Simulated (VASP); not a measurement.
The system is ZrAl2N3.

```
Zr Al N
1.0
    -1.66977    1.66977    7.08424
     1.66977   -1.66977    7.08424
     1.66977    1.66977   -7.08424
Zr Al N
1 2 3
Cartesian
  0.0000 0.0000 0.0000
  0.0000 0.0000 9.4456
  0.0000 0.0000 4.7228
  1.6698 0.0000 1.1807
  1.6698 0.0000 5.9035
  0.0000 1.6698 3.5421
```

- Program: VASP 6.6.1
- Task: relaxation of cell and atoms
- Functional: PBE
- Potentials or basis: VASP PAW PBE potentials, release 64 (Zr_sv, Al, N)
- Cutoff: 600 eV
- k mesh: 8 × 8 × 8
- Occupations: gaussian, width 0.1 eV
- Spin: no spin polarisation

At the start: pressure -4.6 GPa; volume 13.17 Å³/atom.

Question: Where does the relaxation end?

Answer: Over 10 steps the energy falls by 123.6 meV/atom and the volume is 12.26 Å³/atom (-6.9 %); space group I-4m2 (No. 119, to 0.05 Å).

The path:
```csv
step,energy change (eV),largest force (eV/Å),pressure (GPa),volume (Å³)
1,0.0000,2.6456,-4.57,79.01
2,-0.5594,1.0279,-0.54,74.79
3,-0.6229,1.4407,2.91,72.71
4,-0.7345,0.2696,-0.95,73.76
5,-0.7357,0.2543,-0.63,73.66
6,-0.7386,0.0950,1.05,73.09
7,-0.7398,0.0280,0.46,73.29
8,-0.7408,0.0520,-0.18,73.58
9,-0.7408,0.0533,-0.19,73.58
10,-0.7414,0.0121,-0.11,73.56
```

Final structure:
```
CELL_PARAMETERS angstrom
-1.63422 1.63422 6.88548
1.63422 -1.63422 6.88548
1.63422 1.63422 -6.88548
ATOMIC_POSITIONS crystal
Zr 0.00000 0.00000 0.00000
Al 0.67473 0.67473 0.00000
Al 0.32527 0.32527 0.00000
N 0.09886 0.59886 0.50000
N 0.40114 0.90114 0.50000
N 0.75000 0.25000 0.50000
```
